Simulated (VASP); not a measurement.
Ga2N:

```xyz
3
Lattice="0.0000 3.0434 3.0434 3.0434 0.0000 3.0434 3.0434 3.0434 0.0000" Properties=species:S:1:pos:R:3 pbc="T T T"
Ga    1.5217    1.5217    1.5217
Ga    4.5651    4.5651    4.5651
N     3.0434    3.0434    3.0434
```

* Program: VASP 6.6.1
* Task: relaxation of cell and atoms
* Functional: PBE
* Potentials or basis: VASP PAW PBE potentials, release 64 (Ga_d, N)
* Cutoff: 600 eV
* k mesh: 6 × 6 × 6
* Occupations: gaussian, width 0.1 eV
* Spin: no spin polarisation

At the start: pressure -9.5 GPa; volume 18.79 Å³/atom.

How do energy, volume and symmetry change on relaxing?

Over 3 steps the energy falls by 124.0 meV/atom and the volume is 15.29 Å³/atom (-18.6 %); space group Fm-3m (No. 225, to 0.05 Å).

The path:
| step | energy change (eV) | largest force (eV/Å) | pressure (GPa) | volume (Å³) |
| --- | --- | --- | --- | --- |
| 1 | 0.0000 | 0.0000 | -9.47 | 56.38 |
| 2 | -0.3554 | 0.0000 | -2.80 | 47.79 |
| 3 | -0.3721 | 0.0000 | 0.13 | 45.87 |

Final structure:
```xyz
3
Lattice="0.0000 2.8411 2.8411 2.8411 0.0000 2.8411 2.8411 2.8411 0.0000" Properties=species:S:1:pos:R:3 pbc="T T T"
Ga    1.4205    1.4205    1.4205
Ga    4.2616    4.2616    4.2616
N     2.8411    2.8411    2.8411
```

Caveat: the volume moved by over 15 % at a fixed basis, so the end points are rough.
